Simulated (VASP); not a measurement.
Here is a VASP 6.6.1 calculation.

Contents of INCAR:

```
SYSTEM = SiO2
  ALGO = Normal
  EDIFF = 1E-7
  EDIFFG = -0.008
  ENCUT = 600
  IBRION = 2
  ISIF = 3
  ISMEAR = 0
  LASPH = .TRUE.
  LCHARG = .FALSE.
  LREAL = .FALSE.
  LWAVE = .FALSE.
  NELM = 100
  NSW = 70
  PREC = Accurate
  PSTRESS = 120.0
  SIGMA = 0.02
```

The input KPOINTS:

```
k-points
0
G
  6 6 4
  0 0 0
```

POSCAR

```
SiO2
1.0
    4.8992175548      0.0000000000      0.0000000000
   -2.4496087774      4.2428468611      0.0000000000
    0.0000000000      0.0000000000      5.4043073864
Si O
3 6
Direct
    0.0000000000      0.5000000000      0.3333333333
    0.5000000000      0.5000000000      0.6666666667
    0.5000000000      0.0000000000      0.0000000000
    0.5895783116      0.7947891558      0.8333333333
    0.7947891558      0.5895783116      0.5000000000
    0.7947891558      0.2052108442      0.1666666667
    0.4104216884      0.2052108442      0.8333333333
    0.2052108442      0.4104216884      0.5000000000
    0.2052108442      0.7947891558      0.1666666667
```

Potentials or basis: VASP PAW LDA potentials, release 64 (Si, O).

Run with:

```sh
$ cat potpaw_LDA.64/Si/POTCAR potpaw_LDA.64/O/POTCAR > POTCAR
$ mpirun -np 1 vasp_std > vasp.out
```

Q: Estimate the band gap on the k mesh.

A: 5.63 eV (least direct gap 5.72 eV).

Q: Estimate the relaxed cell.

A: a = 4.861 Å, b = 4.861 Å, c = 5.488 Å, α = 90.00°, β = 90.00°, γ = 120.00°.

Q: Predict the space group after relaxing (to 0.1 Å).

A: P6_422 (No. 181).

Final structure:
```
Si O
1.0
     4.86082    0.00000    0.00000
    -2.43041    4.20959    0.00000
     0.00000    0.00000    5.48791
Si O
3 6
Direct
  0.00000 0.50000 0.33333
  0.50000 0.50000 0.66667
  0.50000 0.00000 0.00000
  0.60009 0.80005 0.83333
  0.80005 0.60009 0.50000
  0.80005 0.19995 0.16667
  0.39991 0.19995 0.83333
  0.19995 0.39991 0.50000
  0.19995 0.80005 0.16667
```

Caveat: the cell is relaxed towards a set pressure, so the run minimises the enthalpy, not the energy. A k mesh can miss the band edges.
